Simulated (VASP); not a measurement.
# ZnSe (I-4m2) in VASP: a series of runs, part 3 of 3

VASP 6.6.1. The steps go on from the part before.

## (5) Single point, LDA (in-plane strain -0.01)

Input file INCAR:

```
SYSTEM = ZnSe
PREC = Accurate ; ENCUT = 520
EDIFF = 1E-6 ; ISMEAR = 0
SIGMA = 0.01 ; LREAL = .FALSE.
LASPH = .TRUE. ; NELM = 100
ALGO = Normal ; ISIF = 2
LWAVE = .FALSE. ; LCHARG = .FALSE.
NBANDS = 16
```

Input file KPOINTS:

```
regular mesh
0
G
  8 8 8
  0 0 0
```

Input file POSCAR:

```
ZnSe
1.0
    2.7559218276      2.7559218276      0.0000000000
   -2.7559218276      2.7559218276      0.0000000000
    0.0000000000      2.7559218276      2.8004619783
Zn Se
1 1
Direct
    0.0000000000      0.0000000000      0.0000000000
    0.7500000000      0.2500000000      0.5000000000
```

Potentials or basis: VASP PAW LDA potentials, release 64 (Zn, Se).

Launch:

```console
cat potpaw_LDA.64/Zn/POTCAR potpaw_LDA.64/Se/POTCAR > POTCAR
mpirun -np 1 vasp_std > vasp.out
```

OUTCAR:

```text
SYSTEM = ZnSe
   PREC = Accurate
   ENCUT = 520
   EDIFF = 1E-6
   ISMEAR = 0
   LREAL = .FALSE.
   LASPH = .TRUE.
   NELM = 100
   ISIF = 2

 ion  position               nearest neighbor table
   1  0.000  0.000  0.000-   2 2.40   2 2.40   2 2.40   2 2.40
   2  0.750  0.250  0.500-   1 2.40   1 2.40   1 2.40   1 2.40

  LATTYP: Found a body centered tetragonal cell.
 ALAT       =     3.8974620254
 C/A-ratio  =     1.4370695391

  Lattice vectors:

 A1 = (   2.7559218276,   0.0000000000,  -2.8004619783)
 A2 = (  -2.7559218276,   0.0000000000,  -2.8004619783)
 A3 = (   0.0000000000,   2.7559218276,   2.8004619783)

Analysis of symmetry for initial positions (statically):
=====================================================================
 Subroutine PRICEL returns:
 Original cell was already a primitive cell.

 Routine SETGRP: Setting up the symmetry group for a
 body centered tetragonal supercell.

 Subroutine GETGRP returns: Found  8 space group operations
 (whereof  8 operations were pure point group operations)
 out of a pool of 16 trial point group operations.

The static configuration has the point symmetry D_2d.

Analysis of symmetry for dynamics (positions and initial velocities):
=====================================================================
 Subroutine PRICEL returns:
 Original cell was already a primitive cell.

 Routine SETGRP: Setting up the symmetry group for a
 body centered tetragonal supercell.

 Subroutine GETGRP returns: Found  8 space group operations
 (whereof  8 operations were pure point group operations)
 out of a pool of 16 trial point group operations.

The dynamic configuration has the point symmetry D_2d.

 Subroutine INISYM returns: Found  8 space group operations
 (whereof  8 operations are pure point group operations),
 and found     1 'primitive' translations

----------------------------------------------------------------------------------------

                                     Primitive cell

  volume of cell :      42.5396

  direct lattice vectors                    reciprocal lattice vectors
     2.755921828  2.755921828  0.000000000     0.181427497  0.181427497 -0.178541971
    -2.755921828  2.755921828  0.000000000    -0.181427497  0.181427497 -0.178541971
     0.000000000  2.755921828  2.800461978     0.000000000  0.000000000  0.357083941

  length of vectors
     3.897462025  3.897462025  3.929082897     0.312584563  0.312584563  0.357083941

  position of ions in fractional coordinates (direct lattice)
     0.000000000  0.000000000  0.000000000
     0.750000000  0.250000000  0.500000000

  ion indices of the primitive-cell ions
   primitive index   ion index
                 1           1
                 2           2

----------------------------------------------------------------------------------------

 KPOINTS: regular mesh

Automatic generation of k-mesh.
 Grid dimensions read from file:
 generate k-points for:    8    8    8

 Generating k-lattice:

  Cartesian coordinates                     Fractional coordinates (reciprocal lattice)
     0.022678437  0.022678437 -0.022317746     0.125000000  0.000000000  0.000000000
    -0.022678437  0.022678437 -0.022317746     0.000000000  0.125000000  0.000000000
     0.000000000  0.000000000  0.044635493     0.000000000  0.000000000  0.125000000

  Length of vectors
     0.039073070  0.039073070  0.044635493

  Shift w.r.t. Gamma in fractional coordinates (k-lattice)
     0.000000000  0.000000000  0.000000000

 Subroutine IBZKPT returns following result:
 ===========================================

 Found     59 irreducible k-points:

 Following reciprocal coordinates:
            Coordinates               Weight
  0.000000  0.000000  0.000000      1.000000
  0.125000  0.000000  0.000000      8.000000
  0.250000  0.000000  0.000000      8.000000
  0.375000  0.000000  0.000000      8.000000
  0.500000  0.000000  0.000000      4.000000
  0.125000  0.125000  0.000000      8.000000
[... 16 lines left out ...]
  0.250000  0.000000  0.125000      4.000000
  0.375000  0.000000  0.125000      8.000000
 [... further k-points ...]
   k-points           NKPTS =     59   k-points in BZ     NKDIM =     59   number of bands    NBANDS=     16
   number of dos      NEDOS =    301   number of ions     NIONS =      2
   total plane-waves  NPLWV =  27000
   dimension x,y,z NGX =    30 NGY =   30 NGZ =   30
   dimension x,y,z NGXF=    60 NGYF=   60 NGZF=   60
   ions per type =               1   1
   NGX,Y,Z   is equivalent  to a cutoff of  12.80, 12.80, 12.69 a.u.
   NGXF,Y,Z  is equivalent  to a cutoff of  25.59, 25.59, 25.39 a.u.
 SYSTEM =  ZnSe
   PREC   = accura    normal or accurate (medium, high low for compatibility)
   ISTART =      0    job   : 0-new  1-cont  2-samecut
   ICHARG =      2    charge: 1-file 2-atom 10-const
   ISPIN  =      1    spin polarized calculation?
   LNONCOLLINEAR =      F non collinear calculations
   LSORBIT =      F    spin-orbit coupling
   LASPH  =      T    aspherical Exc in radial PAW
   ENCUT  =  520.0 eV  38.22 Ry    6.18 a.u.   7.25  7.25  7.31*2*pi/ulx,y,z
   NELM   =    100;   NELMIN=  2; NELMDL= -5     # of ELM steps
   EDIFF  = 0.1E-05   stopping-criterion for ELM
   LREAL  =      F    real-space projection
   EDIFFG = 0.1E-04   stopping-criterion for IOM
   NSW    =      0    number of steps for IOM
   IBRION =     -1    ionic relax: 0-MD 1-quasi-New 2-CG
   NFREE  =      0    steps in history (QN), initial steepest desc. (CG)
   ISIF   =      2    stress and relaxation
   ISYM   =      2    0-nonsym 1-usesym 2-fastsym
   POTIM  = 0.5000    time-step for ionic-motion
   TEBEG  =    0.0;   TEEND  =   0.0 temperature during run
   PSTRESS=    0.0 pullay stress
   NELECT =      18.0000    total number of electrons
   NUPDOWN=      -1.0000    fix difference up-down
   EMIN   =  10.00;   EMAX   =-10.00  energy-range for DOS
   EFERMI =   0.00;   METHOD = LEGACY
   ISMEAR =     0;   SIGMA  =   0.01  broadening in eV -4-tet -1-fermi 0-gaus
   EFERMI_NEDOS =   21; number of points for ismear=-14 and -15
   IALGO  =     38    algorithm
   IMIX   =      4    mixing-type and parameters
     AMIX     =   0.40;   BMIX     =  1.00
     AMIX_MAG =   1.60;   BMIX_MAG =  1.00
  volume/ion in A,a.u.               =      21.27       143.54
  Fermi-wavevector in a.u.,A,eV,Ry     =   1.229045  2.322559 20.552308  1.510552
  Thomas-Fermi vector in A             =   2.363947
   LORBIT       =      0    0 simple, 1 ext, 2 COOP (PROOUT), +10 PAW based schemes
   GGA     = CA    functional components
   LHFCALC =     F    Hartree Fock is set to
   AEXX    =    0.0000 exact exchange contribution
   IVDW    =     0    specifies the selected vdW correction
   LEPSILON=     F    determine dielectric tensor
   LRPA    =     F    only Hartree local field effects (RPA)
 non-spin polarized calculation
 Gauss-broadening in eV      SIGMA  =   0.01
  energy-cutoff  :      520.00
  volume of cell :       42.54
 maximum number of plane-waves:      1164
 NGX is ok and might be reduce to    30
   NGX = 15   NGY = 15   NGZ = 15

 number of electron      17.9999988 magnetization

 Free energy of the ion-electron system (eV)
  ---------------------------------------------------
  ext. energy  EPLUGINS =         0.00000000
  ---------------------------------------------------
  free energy    TOTEN  =        -7.36743447 eV

  energy without entropy =       -7.36743447  energy(sigma->0) =       -7.36743447

 E-fermi :   2.2617     XC(G=0): -10.0021

 val. band max:        2.1466837851   @ k =   0.0000   0.0000   0.0000
 cond. band min:       3.4740677193   @ k =   0.0000   0.0000   0.0000
 fundamental gap:      1.3273839342
 Fermi energy:         2.2616797986

 k-point     1 :       0.0000    0.0000    0.0000
  band No.  band energies     occupation
      1     -11.6206      2.00000
      2      -4.8256      2.00000
      3      -4.8179      2.00000
      4      -4.8179      2.00000
      5      -4.4009      2.00000
      6      -4.3961      2.00000
[... 8 lines left out ...]
     15      13.5839      0.00000
     16      13.8997      0.00000
[... 419 lines left out ...]
 k-point    24 :       0.3750    0.0000    0.1250
  band No.  band energies     occupation
      1     -11.0048      2.00000
      2      -4.7471      2.00000
      3      -4.7339      2.00000
      4      -4.7054      2.00000
      5      -4.4132      2.00000
      6      -4.3719      2.00000
[... 8 lines left out ...]
     15      13.4832      0.00000
     16      14.6419      0.00000

 [... further k-points ...]
[... 5 lines left out ...]
  --------------------------------------------------------------------------------------
  -------------------------------------------------------------------------------------
  Total        0.4342713      0.4342713      0.2679544      0.0000000      0.0000000      0.0000000
  in kB       16.3560429     16.3560429     10.0920192      0.0000000      0.0000000      0.0000000
  external PRESSURE =      14.2680350 kB  Pullay stress =       0.0000000 kB

 VOLUME and BASIS-vectors are now :
 -----------------------------------------------------------------------------
  energy-cutoff  :      520.00
  volume of cell :       42.54
      direct lattice vectors                 reciprocal lattice vectors
     2.755921828  2.755921828  0.000000000     0.181427497  0.181427497 -0.178541971
    -2.755921828  2.755921828  0.000000000    -0.181427497  0.181427497 -0.178541971
     0.000000000  2.755921828  2.800461978     0.000000000  0.000000000  0.357083941

 POSITION                                       TOTAL-FORCE (eV/Angst)
 -----------------------------------------------------------------------------------
      0.00000      0.00000      0.00000         0.000000      0.000000      0.000000
      1.37796      4.13388      1.40023        -0.000000     -0.000000      0.000000
 -----------------------------------------------------------------------------------
    total drift:                               -0.000000     -0.000000     -0.000000

  FREE ENERGIE OF THE ION-ELECTRON SYSTEM (eV)
  ---------------------------------------------------
  free  energy   TOTEN  =        -7.3674344720 eV

  energy  without entropy=       -7.3674344720  energy(sigma->0) =       -7.36743447
```

OSZICAR:

```text
N       E                     dE             d eps       ncg     rms          rms(c)
DAV:   1     0.874862543054E+02    0.87486E+02   -0.88443E+03  1896   0.130E+03
DAV:   2    -0.220780222969E+01   -0.89694E+02   -0.84006E+02  2128   0.261E+02
DAV:   3    -0.763938745488E+01   -0.54316E+01   -0.54090E+01  2312   0.620E+01
DAV:   4    -0.768173973338E+01   -0.42352E-01   -0.42349E-01  2344   0.580E+00
DAV:   5    -0.768194078899E+01   -0.20106E-03   -0.20105E-03  2416   0.368E-01    0.544E+00
DAV:   6    -0.739989029419E+01    0.28205E+00   -0.55871E-01  2704   0.259E+01    0.409E+00
DAV:   7    -0.737258377500E+01    0.27307E-01   -0.16029E-01  2328   0.390E+00    0.169E+00
DAV:   8    -0.736799160639E+01    0.45922E-02   -0.35394E-03  2920   0.848E-01    0.430E-01
DAV:   9    -0.736742566440E+01    0.56594E-03   -0.95104E-04  2184   0.260E-01    0.574E-02
DAV:  10    -0.736744473593E+01   -0.19072E-04   -0.14218E-04  2736   0.132E-01    0.199E-02
DAV:  11    -0.736743449789E+01    0.10238E-04   -0.19769E-05  2840   0.691E-02    0.557E-03
DAV:  12    -0.736743447204E+01    0.25857E-07   -0.32100E-06  2160   0.135E-02
   1 F= -.73674345E+01 E0= -.73674345E+01  d E =-.815958E-62
```

It took 29 s on 1 thread of Intel Xeon Platinum 8375C at 2.90GHz (Ice Lake), shared host; peak memory 0.17 GiB.

What came out:

```
Free energy            : -7.3674 eV
Pressure               : 1.4 GPa
Band gap on the k mesh : 1.33 eV, direct
```

Caveat: the cell differs from its parent crystal (in-plane strain -0.01).

## (6) Single point, LDA (in-plane strain -0.01, then relaxed in part)

Input file INCAR:

```
SYSTEM = ZnSe
PREC     = Accurate       ! precision mode
ENCUT    = 520            ! plane-wave cutoff, eV
EDIFF    = 1E-6           ! SCF threshold, eV
ISMEAR   = 0              ! smearing method
SIGMA    = 0.01           ! smearing width, eV
LREAL    = .False.        ! projectors in reciprocal space
LASPH    = .True.         ! aspherical terms in the spheres
NELM     = 80             ! most SCF steps
ALGO     = Normal         ! electronic algorithm
ISIF     = 2              ! what is computed and relaxed
LWAVE    = .False.        ! write WAVECAR
LCHARG   = .False.        ! write CHGCAR
GGA      = CA             ! functional
NBANDS   = 16             ! bands
```

Input file KPOINTS:

```
regular mesh
0
Gamma
  8 8 8
  0 0 0
```

POSCAR: that of step 5 with these lines changed.

```diff
@@ -4,3 +4,3 @@
    -2.7559218276      2.7559218276      0.0000000000
-    0.0000000000      2.7559218276      2.8004619783
+    0.0000000000      2.7559218276      2.8169648971
 Zn Se
```

Potentials or basis: VASP PAW LDA potentials, release 64 (Zn, Se).

Launch:

```console
cat potpaw_LDA.64/Zn/POTCAR potpaw_LDA.64/Se/POTCAR > POTCAR
mpirun -np 1 vasp_std > vasp.out
```

It took 30 s on 1 thread of Intel Xeon Platinum 8375C at 2.90GHz (Ice Lake), shared host; peak memory 0.17 GiB.

It converged, with:

* Free energy: -7.3685 eV
* Pressure: 1.0 GPa
* Band gap on the k mesh: 1.29 eV, direct

Stress tensor (GPa, compression positive):
```
1.26 0.00 0.00
0.00 1.26 0.00
0.00 0.00 0.39
```

Levels at points of the mesh, in eV from the valence-band top:
```
           k point  band 7  band 8  band 9  band 10  band 11  band 12
(0.00, 0.00, 0.00)   -0.09    0.00    0.00     1.29     5.65     5.65
(0.50, 0.00, 0.00)   -5.73   -1.07   -0.93     2.44     6.16     6.34
(0.50, 0.50, 0.00)   -5.09   -2.53   -2.48     2.60     3.21    11.03
(0.00, 0.00, 0.50)   -5.22   -2.38   -2.38     2.71     3.43    10.82
```

Caveat: the cell differs from its parent crystal (in-plane strain -0.01, then relaxed in part).

## (7) Summary

| cell | gap on the mesh (eV) | pressure (GPa) |
| --- | --- | --- |
| a = 3.858, b = 3.858, c = 3.945 Å, angles 60.7, 60.7, 90.0°, 2 atoms | 1.29 | 1.6 |
| a = 3.858, b = 3.858, c = 3.922 Å, angles 60.5, 60.5, 90.0°, 2 atoms | 1.36 | 2.6 |
| a = 3.897, b = 3.897, c = 3.929 Å, angles 60.3, 60.3, 90.0°, 2 atoms | 1.33 | 1.4 |
| a = 3.897, b = 3.897, c = 3.941 Å, angles 60.4, 60.4, 90.0°, 2 atoms | 1.29 | 1.0 |

Alike in all rows: task single point; level LDA; potentials or basis VASP PAW LDA potentials, release 64 (Zn, Se); no spin polarisation; k mesh 8 × 8 × 8; cutoff (eV) 520; smearing gaussian 0.01 eV.

Absolute energies hang on the potentials; compare differences alone.
